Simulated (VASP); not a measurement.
The system is CaZn5.

```
Ca Zn
1.0
     5.30702    0.00000    0.00000
    -2.65351    4.59601    0.00000
     0.00000    0.00000    4.19445
Ca Zn
1 5
Cartesian
  0.0000 0.0000 0.0000
  2.6535 0.0000 2.0972
  1.3268 2.2980 2.0972
  -1.3268 2.2980 2.0972
  0.0000 3.0640 0.0000
  2.6535 1.5320 0.0000
```

Base run:

* Program: VASP 6.6.1
* Functional: LDA
* Potentials or basis: VASP PAW LDA potentials, release 64 (Ca_sv, Zn)
* Cutoff: 500 eV
* k mesh: 5 × 5 × 5
* Occupations: methfessel-paxton, width 0.15 eV
* Spin: no spin polarisation

Its results: band gap on the k mesh zero (bands 35 and 36 overlap by 1.50 eV); pressure -4.2 GPa.

**Question.** The run is repeated on the same cell with these changes: k mesh from 5 × 5 × 5 to 3 × 3 × 3. What comes out?

**Answer.** Band gap on the k mesh zero (bands 35 and 36 overlap by 1.13 eV); pressure -4.9 GPa.

Caveats: some runs use coarse meshes; the cell stands under tension (at least some runs).
